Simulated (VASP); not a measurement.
Runs of VASP 6.6.1 on Ru. The structure is that of space group P6_3/mmc (No. 194), or close to it. The cells are those of the table. 

```csv
cell,gap on the mesh (eV),pressure (GPa)
"a = 2.531, b = 2.531, c = 4.801 Å, angles 90.0, 90.0, 120.0°, 2 atoms",none,12.1
"a = 2.839, b = 2.839, c = 3.815 Å, angles 90.0, 90.0, 120.0°, 2 atoms",none,(a)
"a = 2.765, b = 2.765, c = 4.022 Å, angles 90.0, 90.0, 120.0°, 2 atoms",none,3.8
"a = 2.605, b = 2.605, c = 4.531 Å, angles 90.0, 90.0, 120.0°, 2 atoms",none,2.7
```

Alike in all rows: task single point; level PBEsol; potentials or basis VASP PAW PBE potentials, release 64 (Ru_pv); no spin polarisation; k mesh 30 × 30 × 16; cutoff (eV) 520; smearing gaussian 0.15 eV.

**Question.** Fill in the values left out.

**Answer.** (a) 11.5.

Caveats: the PAW data sets were made with another functional, which shifts forces and pressure a little.

A k mesh can miss the band edges, and the runs leave out spin-orbit coupling on Ru.

A gap of «none» marks levels without a gap at the run's occupations.
